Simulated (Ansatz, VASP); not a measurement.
## Al in VASP and in Ansatz

Contents of INCAR:

```
ALGO = Normal
EDIFF = 1E-6
ENCUT = 520
GGA = PE
ISIF = 2
ISMEAR = 0
IVDW = 12
LASPH = True
LCHARG = False
LREAL = False
LWAVE = False
NBANDS = 14
NELM = 80
PREC = Accurate
SIGMA = 0.15
```

The input KPOINTS:

```
k-points
0
Gamma
  18 18 6
```

The input POSCAR:

```
Al
1.0
    2.8448838488      0.0000000000      0.0000000000
   -1.4224419244      2.4637416839      0.0000000000
    0.0000000000      0.0000000000      9.1921042038
Al
4
Direct
    0.0000000000      0.0000000000      0.0000000000
    0.3333333333      0.6666666667      0.2500000000
    0.0000000000      0.0000000000      0.5000000000
    0.6666666667      0.3333333333      0.7500000000
```

Input for Ansatz:

```yaml
crystal:
  lattice:
    - [2.8448838488, 0.0, 0.0]
    - [-1.4224419244, 2.4637416839, 0.0]
    - [0.0, 0.0, 9.1921042038]
  atoms:
    - { symbol: Al, position: [0.0, 0.0, 0.0] }
    - { symbol: Al, position: [0.3333333333, 0.6666666667, 0.25] }
    - { symbol: Al, position: [0.0, 0.0, 0.5] }
    - { symbol: Al, position: [0.6666666667, 0.3333333333, 0.75] }
basis:
  ecutwfc: 420
kpoints:
  mp_grid: { grid: [18, 18, 6] }
hamiltonian:
  xc: pbe
  dispersion: d3bj
scf:
  occupations: { method: gaussian, width: 0.15 }
output:
  forces: true
  stress: true
  eigenvalues: true
```

Alike in both runs: task single point; functional PBE; dispersion D3(BJ); k mesh 18 × 18 × 6; occupations gaussian, width 0.15 eV; no spin polarisation.

|  | VASP | Ansatz |
| --- | --- | --- |
| version | VASP 6.6.1 | Ansatz 0.2.0 |
| potentials or method | VASP PAW PBE potentials, release 64 (Al), cutoff 520 eV | scalar-relativistic, plane waves, PAW |
| valence electrons in the cell | 12 | 12 |

Ansatz gave:

| Item | Value |
| --- | --- |
| gap on the k mesh at the Fermi level (eV) | none |
| pressure (GPa) | -1.3 |
| traceless stress, the component that is largest in VASP (GPa) | 1.06 |

Question: Estimate VASP's values.

Answer: gap on the k mesh at the Fermi level (eV): none; pressure (GPa): -1.4; traceless stress, the component that is largest in VASP (GPa): 1.06.

A gap of «none» marks a metal or a gap that the smearing closes.
